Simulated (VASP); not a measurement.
# Ca7Y (P-4m2) in VASP: notebook

Runs on Ca7Y. Level: PBE. Tasks: relaxation of cell and atoms, single point.

Everything below comes from runs of VASP 6.6.1. Logs are shortened: lines on timing, memory, paths and dates and some standing lists are left out, and cuts for length are marked.

### Step 1. The cell of the first run

The structure is tetragonal, space group P-4m2 (No. 115). The conventional cell has a = 6.863 Å, b = 6.863 Å, c = 6.920 Å, α = 90.00°, β = 90.00°, γ = 90.00°. Within 4.5 Å of Ca (site symmetry m) lie 12 Ca at 3.41 to 4.33 Å and 2 Y at 4.18 Å. Within 5.0 Å of Ca (site symmetry 2mm) lie 10 Ca at 3.81 to 3.90 Å and 2 Y at 3.84 Å. Ca (site symmetry -4m2) has 2 Y at 3.46 Å and 12 Ca at 3.84 to 4.23 Å within 4.5 Å. Y (site symmetry -4m2) has 14 Ca at 3.46 to 4.18 Å within 4.5 Å.

The cell was built from a structure type or drawn by symmetry, and may not be a known phase.

### Step 2. Relaxation of cell and atoms, PBE

The input, INCAR:

```
ALGO = Fast ; EDIFF = 1E-6
EDIFFG = -0.01 ; ENCUT = 600
GGA = PE ; IBRION = 2
ISIF = 3 ; ISMEAR = 0
KPAR = 4 ; LASPH = T
LCHARG = F ; LREAL = F
LWAVE = F ; NELM = 80
NSW = 100 ; PREC = Accurate
SIGMA = 0.1
```

The input, KPOINTS:

```
k-points
0
Gamma
  6 6 6
```

The input, POSCAR:

```
Ca7Y
1.0
    6.8629844000      0.0000000000      0.0000000000
    0.0000000000      6.8629844000      0.0000000000
    0.0000000000      0.0000000000      6.9202149000
Ca Y
7 1
Direct
    0.0000000000      0.2517150000      0.2420030000
    0.5000000000      0.0000000000      0.2506070000
    0.7482850000      0.0000000000      0.7579970000
    0.0000000000      0.7482850000      0.2420030000
    0.0000000000      0.5000000000      0.7493930000
    0.5000000000      0.5000000000      0.5000000000
    0.2517150000      0.0000000000      0.7579970000
    0.5000000000      0.5000000000      0.0000000000
```

Potentials or basis: VASP PAW PBE potentials, release 64 (Ca_sv, Y_sv).

The run is started by

```
> cat potpaw_PBE.64/Ca_sv/POTCAR potpaw_PBE.64/Y_sv/POTCAR > POTCAR
> mpirun -np 4 vasp_std > vasp.out
```

OUTCAR:

```text
EDIFF = 1E-6
   EDIFFG = -0.01
   ENCUT = 600
   GGA = PE
   IBRION = 2
   ISIF = 3
   ISMEAR = 0
   LASPH = T
   LREAL = F
   NELM = 80
   NSW = 100
   PREC = Accurate

 ion  position               nearest neighbor table
   1  0.000  0.252  0.242-
   2  0.500  0.000  0.251-
   3  0.748  0.000  0.758-
   4  0.000  0.748  0.242-
   5  0.000  0.500  0.749-
   6  0.500  0.500  0.500-   8 3.46   8 3.46
   7  0.252  0.000  0.758-
   8  0.500  0.500  0.000-   6 3.46   6 3.46

  LATTYP: Found a simple tetragonal cell.
 ALAT       =     6.8629844000
 C/A-ratio  =     1.0083390106

  Lattice vectors:

 A1 = (   6.8629844000,   0.0000000000,   0.0000000000)
 A2 = (   0.0000000000,   6.8629844000,   0.0000000000)
 A3 = (   0.0000000000,   0.0000000000,   6.9202149000)

Analysis of symmetry for initial positions (statically):
=====================================================================
 Subroutine PRICEL returns:
 Original cell was already a primitive cell.

 Routine SETGRP: Setting up the symmetry group for a
 simple tetragonal supercell.

 Subroutine GETGRP returns: Found  8 space group operations
 (whereof  8 operations were pure point group operations)
 out of a pool of 16 trial point group operations.

The static configuration has the point symmetry D_2d.

Analysis of symmetry for dynamics (positions and initial velocities):
=====================================================================
 Subroutine PRICEL returns:
 Original cell was already a primitive cell.

 Routine SETGRP: Setting up the symmetry group for a
 simple tetragonal supercell.

 Subroutine GETGRP returns: Found  8 space group operations
 (whereof  8 operations were pure point group operations)
 out of a pool of 16 trial point group operations.

The dynamic configuration has the point symmetry D_2d.

 Subroutine INISYM returns: Found  8 space group operations
 (whereof  8 operations are pure point group operations),
 and found     1 'primitive' translations

----------------------------------------------------------------------------------------

                                     Primitive cell

  volume of cell :     325.9460

  direct lattice vectors                    reciprocal lattice vectors
     6.862984400  0.000000000  0.000000000     0.145709205  0.000000000  0.000000000
     0.000000000  6.862984400  0.000000000     0.000000000  0.145709205  0.000000000
     0.000000000  0.000000000  6.920214900     0.000000000  0.000000000  0.144504183

  length of vectors
     6.862984400  6.862984400  6.920214900     0.145709205  0.145709205  0.144504183

  position of ions in fractional coordinates (direct lattice)
     0.000000000  0.251715000  0.242003000
     0.500000000  0.000000000  0.250607000
     0.748285000  0.000000000  0.757997000
     0.000000000  0.748285000  0.242003000
     0.000000000  0.500000000  0.749393000
     0.500000000  0.500000000  0.500000000
     0.251715000  0.000000000  0.757997000
     0.500000000  0.500000000  0.000000000

  ion indices of the primitive-cell ions
   primitive index   ion index
                 1           1
                 2           2
                 3           3
                 4           4
                 5           5
                 6           6
                 7           7
                 8           8

----------------------------------------------------------------------------------------

 KPOINTS: k-points

Automatic generation of k-mesh.
 Grid dimensions read from file:
 generate k-points for:    6    6    6

 Generating k-lattice:

  Cartesian coordinates                     Fractional coordinates (reciprocal lattice)
     0.024284867  0.000000000  0.000000000     0.166666667  0.000000000  0.000000000
     0.000000000  0.024284867  0.000000000     0.000000000  0.166666667  0.000000000
     0.000000000  0.000000000  0.024084030     0.000000000  0.000000000  0.166666667

  Length of vectors
     0.024284867  0.024284867  0.024084030

  Shift w.r.t. Gamma in fractional coordinates (k-lattice)
     0.000000000  0.000000000  0.000000000

 Subroutine IBZKPT returns following result:
 ===========================================

 Found     40 irreducible k-points:

 Following reciprocal coordinates:
            Coordinates               Weight
  0.000000  0.000000  0.000000      1.000000
  0.166667  0.000000  0.000000      4.000000
  0.333333  0.000000  0.000000      4.000000
  0.500000  0.000000  0.000000      2.000000
  0.166667  0.166667  0.000000      4.000000
  0.333333  0.166667  0.000000      8.000000
[... 16 lines left out ...]
  0.333333  0.000000  0.333333      8.000000
  0.500000  0.000000  0.333333      4.000000
 [... further k-points ...]
   k-points           NKPTS =     40   k-points in BZ     NKDIM =     40   number of bands    NBANDS=     48
   number of dos      NEDOS =    301   number of ions     NIONS =      8
   total plane-waves  NPLWV = 175616
   dimension x,y,z NGX =    56 NGY =   56 NGZ =   56
   dimension x,y,z NGXF=   112 NGYF=  112 NGZF=  112
   ions per type =               7   1
   NGX,Y,Z   is equivalent  to a cutoff of  13.57, 13.57, 13.45 a.u.
   NGXF,Y,Z  is equivalent  to a cutoff of  27.13, 27.13, 26.91 a.u.
 SYSTEM =  unknown system
   PREC   = accura    normal or accurate (medium, high low for compatibility)
   ISTART =      0    job   : 0-new  1-cont  2-samecut
   ICHARG =      2    charge: 1-file 2-atom 10-const
   ISPIN  =      1    spin polarized calculation?
   LNONCOLLINEAR =      F non collinear calculations
   LSORBIT =      F    spin-orbit coupling
   LASPH  =      T    aspherical Exc in radial PAW
   ENCUT  =  600.0 eV  44.10 Ry    6.64 a.u.  13.71 13.71 13.82*2*pi/ulx,y,z
   NELM   =     80;   NELMIN=  2; NELMDL= -5     # of ELM steps
   EDIFF  = 0.1E-05   stopping-criterion for ELM
   LREAL  =      F    real-space projection
   EDIFFG = -.1E-01   stopping-criterion for IOM
   NSW    =    100    number of steps for IOM
   IBRION =      2    ionic relax: 0-MD 1-quasi-New 2-CG
   NFREE  =      1    steps in history (QN), initial steepest desc. (CG)
   ISIF   =      3    stress and relaxation
   ISYM   =      2    0-nonsym 1-usesym 2-fastsym
   POTIM  = 0.5000    time-step for ionic-motion
   TEBEG  =    0.0;   TEEND  =   0.0 temperature during run
   PSTRESS=    0.0 pullay stress
   NELECT =      81.0000    total number of electrons
   NUPDOWN=      -1.0000    fix difference up-down
   EMIN   =  10.00;   EMAX   =-10.00  energy-range for DOS
   EFERMI =   0.00;   METHOD = LEGACY
   ISMEAR =     0;   SIGMA  =   0.10  broadening in eV -4-tet -1-fermi 0-gaus
   EFERMI_NEDOS =   21; number of points for ismear=-14 and -15
   IALGO  =     68    algorithm
   IMIX   =      4    mixing-type and parameters
     AMIX     =   0.40;   BMIX     =  1.00
     AMIX_MAG =   1.60;   BMIX_MAG =  1.00
  volume/ion in A,a.u.               =      40.74       274.95
  Fermi-wavevector in a.u.,A,eV,Ry     =   1.029251  1.945002 14.413436  1.059358
  Thomas-Fermi vector in A             =   2.163289
   LORBIT       =      0    0 simple, 1 ext, 2 COOP (PROOUT), +10 PAW based schemes
   GGA     = PE    functional components
   LHFCALC =     F    Hartree Fock is set to
   AEXX    =    0.0000 exact exchange contribution
   IVDW    =     0    specifies the selected vdW correction
   LEPSILON=     F    determine dielectric tensor
   LRPA    =     F    only Hartree local field effects (RPA)
 conjugate gradient relaxation of ions
 non-spin polarized calculation
 RMM-DIIS sequential band-by-band and
 Gauss-broadening in eV      SIGMA  =   0.10
  energy-cutoff  :      600.00
  volume of cell :      325.95
 maximum number of plane-waves:     10931
 NGX is ok and might be reduce to    56
   NGX = 27   NGY = 27   NGZ = 27

--------------------------------------- Ionic step        1  -------------------------------------------

 number of electron      81.0000009 magnetization

 Free energy of the ion-electron system (eV)
  ---------------------------------------------------
  ext. energy  EPLUGINS =         0.00000000
  ---------------------------------------------------
  free energy    TOTEN  =       -19.16141571 eV

  energy without entropy =      -19.12692920  energy(sigma->0) =      -19.14417245

------------------------ aborting loop because EDIFF is reached ----------------------------------------

  FORCE on cell =-STRESS in cart. coord.  units (eV):
  Direction    XX          YY          ZZ          XY          YZ          ZX
  --------------------------------------------------------------------------------------
  -------------------------------------------------------------------------------------
  Total        0.0892658      0.0892658      0.0066270      0.0000000      0.0000000      0.0000000
  in kB        0.4387834      0.4387834      0.0325747      0.0000000      0.0000000      0.0000000
  external PRESSURE =       0.3033805 kB  Pullay stress =       0.0000000 kB
[... 111 lines left out ...]
  energy  without entropy=      -19.1271319108  energy(sigma->0) =      -19.14444638

--------------------------------------- Ionic step        4  -------------------------------------------

 number of electron      81.0000008 magnetization

 Free energy of the ion-electron system (eV)
  ---------------------------------------------------
  ext. energy  EPLUGINS =         0.00000000
  ---------------------------------------------------
  free energy    TOTEN  =       -19.16181450 eV

  energy without entropy =      -19.12712647  energy(sigma->0) =      -19.14447048

 E-fermi :   2.1365     XC(G=0):  -7.9294

 val. band max:        2.1268993572   @ k =   0.5000   0.1667   0.0000
 cond. band min:       2.1477058650   @ k =   0.1667   0.1667   0.0000
 fundamental gap:      0.0208065078
 Fermi energy:         2.1364590310

 k-point     1 :       0.0000    0.0000    0.0000
  band No.  band energies     occupation
      1     -41.5628      2.00000
      2     -39.8514      2.00000
      3     -39.8471      2.00000
      4     -39.8248      2.00000
      5     -39.8248      2.00000
      6     -39.8038      2.00000
[... 1213 lines left out ...]
     47       2.8379      0.00000
     48       2.9552      0.00000

 [... further k-points ...]

------------------------ aborting loop because EDIFF is reached ----------------------------------------

  FORCE on cell =-STRESS in cart. coord.  units (eV):
  Direction    XX          YY          ZZ          XY          YZ          ZX
  --------------------------------------------------------------------------------------
  -------------------------------------------------------------------------------------
  Total       -0.0501082     -0.0501082      0.0034010      0.0000000     -0.0000000      0.0000000
  in kB       -0.2455966     -0.2455966      0.0166696      0.0000000     -0.0000000      0.0000000
  external PRESSURE =      -0.1581746 kB  Pullay stress =       0.0000000 kB
[... 23 lines left out ...]
  FREE ENERGIE OF THE ION-ELECTRON SYSTEM (eV)
  ---------------------------------------------------
  free  energy   TOTEN  =       -19.1618144964 eV

  energy  without entropy=      -19.1271264704  energy(sigma->0) =      -19.14447048

 reached required accuracy - stopping structural energy minimisation
```

Run time: 17 min. Hardware: 4 MPI ranks of Intel Xeon Platinum 8488C (Sapphire Rapids), shared host; peak memory 0.91 GiB.

What came out:

* Free energy: -19.1618 eV
* Relaxed volume: 40.86 Å³/atom
* Relaxed cell: a = 6.873 Å, b = 6.873 Å, c = 6.921 Å, α = 90.00°, β = 90.00°, γ = 90.00°
* Space group after relaxing (to 0.1 Å): P-4m2 (No. 115)
* Energy gained by relaxing: 0.0 meV/atom
* Ionic steps: 4
* Pressure after relaxing: 0.0 GPa
* Largest force after relaxing: 0.007 eV/Å
* Band gap on the k mesh: zero (an odd number of electrons rules out a gap without spin polarisation)

Forces on the atoms (eV/Å):
```
Ca   0.000  0.004  0.000
Ca   0.000  0.000 -0.007
Ca  -0.004  0.000  0.000
Ca   0.000 -0.004  0.000
Ca   0.000  0.000  0.007
Ca   0.000  0.000  0.000
Ca   0.004  0.000  0.000
Y    0.000  0.000  0.000
```

Step by step:
```
step  energy change (eV)  largest force (eV/Å)  pressure (GPa)  volume (Å³)
   1              0.0000                0.0311            0.03       325.95
   2             -0.0003                0.0204            0.02       326.31
   3             -0.0003                0.0156            0.01       326.50
   4             -0.0004                0.0068           -0.02       326.89
```

Final structure:
```cif
data_structure
_symmetry_space_group_name_H-M 'P 1'
_symmetry_Int_Tables_number 1
_cell_length_a 6.8725
_cell_length_b 6.8725
_cell_length_c 6.9209
_cell_angle_alpha 90.000
_cell_angle_beta 90.000
_cell_angle_gamma 90.000
_cell_volume 326.89
loop_
_atom_site_label
_atom_site_type_symbol
_atom_site_fract_x
_atom_site_fract_y
_atom_site_fract_z
_atom_site_occupancy
Ca1 Ca 0.00000 0.25228 0.24199 1
Ca2 Ca 0.50000 0.00000 0.25045 1
Ca3 Ca 0.74772 0.00000 0.75801 1
Ca4 Ca 0.00000 0.74772 0.24199 1
Ca5 Ca 0.00000 0.50000 0.74955 1
Ca6 Ca 0.50000 0.50000 0.50000 1
Ca7 Ca 0.25228 0.00000 0.75801 1
Y1 Y 0.50000 0.50000 0.00000 1
```

Levels at points of the mesh, in eV from the Fermi level:
| k point | band 36 | band 37 | band 38 | band 39 | band 40 | band 41 | band 42 | band 43 | band 44 | band 45 |
| --- | --- | --- | --- | --- | --- | --- | --- | --- | --- | --- |
| (0.00, 0.00, 0.00) | -1.25 | -0.94 | -0.77 | -0.77 | -0.03 | -0.03 | 0.10 | 0.32 | 0.35 | 0.43 |
| (0.50, 0.00, 0.00) | -1.02 | -0.77 | -0.74 | -0.31 | -0.28 | -0.23 | -0.22 | 0.13 | 0.43 | 0.57 |
| (0.50, 0.50, 0.00) | -2.40 | -0.64 | -0.64 | -0.59 | -0.34 | 0.16 | 0.16 | 0.30 | 0.36 | 0.70 |
| (0.00, 0.00, 0.50) | -0.91 | -0.67 | -0.67 | -0.35 | -0.34 | -0.34 | -0.30 | 0.26 | 0.44 | 0.56 |
| (0.50, 0.00, 0.50) | -2.35 | -0.55 | -0.50 | -0.38 | -0.38 | 0.08 | 0.12 | 0.18 | 0.32 | 0.47 |
| (0.50, 0.50, 0.50) | -1.75 | -1.69 | -1.69 | -1.63 | -1.60 | 0.53 | 0.60 | 0.63 | 0.63 | 0.91 |

### Step 3. Single point, PBE (35.87 Å³/atom)

This run uses another cell than the first one, of 35.87 Å³/atom.

The input, INCAR:

```
SYSTEM = Ca7Y
PREC = Accurate
ENCUT = 520
EDIFF = 1E-6
ISMEAR = 0
SIGMA = 0.1
LREAL = .FALSE.
LASPH = .TRUE.
NELM = 100
ALGO = Fast
ISIF = 2
LWAVE = .FALSE.
LCHARG = .FALSE.
GGA = PE
NBANDS = 50
```

The input, KPOINTS:

```
regular mesh
0
G
  6 6 6
  0 0 0
```

The input, POSCAR:

```
Ca7Y
1.0
    6.5770965760      0.0000000000      0.0000000000
    0.0000000000      6.5770965760      0.0000000000
    0.0000000000      0.0000000000      6.6344504843
Ca Y
7 1
Direct
    0.0000000000      0.2520624859      0.2440064409
    0.5000000000      0.0000000000      0.2510342590
    0.7479375141      0.0000000000      0.7559935591
    0.0000000000      0.7479375141      0.2440064409
    0.0000000000      0.5000000000      0.7489657410
    0.5000000000      0.5000000000      0.5000000000
    0.2520624859      0.0000000000      0.7559935591
    0.5000000000      0.5000000000      0.0000000000
```

Potentials or basis: VASP PAW PBE potentials, release 64 (Ca_sv, Y_sv).

The run is started by

```
> cat potpaw_PBE.64/Ca_sv/POTCAR potpaw_PBE.64/Y_sv/POTCAR > POTCAR
> mpirun -np 1 vasp_std > vasp.out
```

OUTCAR:

```text
SYSTEM = Ca7Y
   PREC = Accurate
   ENCUT = 520
   EDIFF = 1E-6
   ISMEAR = 0
   LREAL = .FALSE.
   LASPH = .TRUE.
   NELM = 100
   ISIF = 2
   GGA = PE

 ion  position               nearest neighbor table
   1  0.000  0.252  0.244-
   2  0.500  0.000  0.251-   8 3.69   8 3.69
   3  0.748  0.000  0.756-
   4  0.000  0.748  0.244-
   5  0.000  0.500  0.749-   8 3.69   8 3.69
   6  0.500  0.500  0.500-   8 3.32   8 3.32
   7  0.252  0.000  0.756-
   8  0.500  0.500  0.000-   6 3.32   6 3.32   2 3.69   5 3.69   2 3.69   5 3.69
[... 1486 lines left out ...]
  Total        5.4012446      5.4012446      5.3891861      0.0000000      0.0000000      0.0000000
  in kB       30.1530349     30.1530349     30.0857174      0.0000000      0.0000000      0.0000000
  external PRESSURE =      30.1305958 kB  Pullay stress =       0.0000000 kB

 VOLUME and BASIS-vectors are now :
 -----------------------------------------------------------------------------
  energy-cutoff  :      520.00
  volume of cell :      286.99
      direct lattice vectors                 reciprocal lattice vectors
     6.577096576  0.000000000  0.000000000     0.152042773  0.000000000  0.000000000
     0.000000000  6.577096576  0.000000000     0.000000000  0.152042773  0.000000000
     0.000000000  0.000000000  6.634450484     0.000000000  0.000000000  0.150728384

 POSITION                                       TOTAL-FORCE (eV/Angst)
 -----------------------------------------------------------------------------------
      0.00000      1.65784      1.61885        -0.000000      0.001935     -0.000296
      3.28855      0.00000      1.66547        -0.000000     -0.000000     -0.001078
      4.91926      0.00000      5.01560        -0.001935     -0.000000      0.000296
      0.00000      4.91926      1.61885        -0.000000     -0.001935     -0.000296
      0.00000      3.28855      4.96898        -0.000000     -0.000000      0.001078
      3.28855      3.28855      3.31723        -0.000000     -0.000000      0.000000
      1.65784      0.00000      5.01560         0.001935     -0.000000      0.000296
      3.28855      3.28855      0.00000        -0.000000     -0.000000      0.000000
 -----------------------------------------------------------------------------------
    total drift:                                0.000000     -0.000000     -0.000000

  FREE ENERGIE OF THE ION-ELECTRON SYSTEM (eV)
  ---------------------------------------------------
  free  energy   TOTEN  =       -18.8182517566 eV

  energy  without entropy=      -18.7841805696  energy(sigma->0) =      -18.80121616
```

OSZICAR:

```text
N       E                     dE             d eps       ncg     rms          rms(c)
DAV:   1     0.842029447780E+03    0.84203E+03   -0.39444E+04  4000   0.151E+03
[... 52 lines left out ...]
RMM:  54    -0.188182582970E+02   -0.13420E-05   -0.12693E-05  2401   0.461E-03    0.697E-02
RMM:  55    -0.188182562831E+02    0.20139E-05   -0.14828E-05  3669   0.561E-03    0.658E-02
RMM:  56    -0.188182538591E+02    0.24240E-05   -0.13194E-05  3835   0.621E-03    0.605E-02
RMM:  57    -0.188182525836E+02    0.12756E-05   -0.14024E-05  3823   0.590E-03    0.558E-02
RMM:  58    -0.188182518581E+02    0.72544E-06   -0.11728E-05  3253   0.530E-03    0.522E-02
RMM:  59    -0.188182517262E+02    0.13194E-06   -0.11462E-05  3537   0.504E-03    0.495E-02
RMM:  60    -0.188182517566E+02   -0.30456E-07   -0.88460E-06  3155   0.443E-03
   1 F= -.18818252E+02 E0= -.18801216E+02  d E =-.340712E-01
```

It took 52 min on 1 thread of AMD EPYC 7R13, shared host; peak memory 0.65 GiB.

Results:

| Property | Result |
| --- | --- |
| Free energy | -18.8183 eV |
| Pressure | 3.0 GPa |
| Band gap on the k mesh | zero (an odd number of electrons rules out a gap without spin polarisation) |

Caveat: the cell stands under pressure.
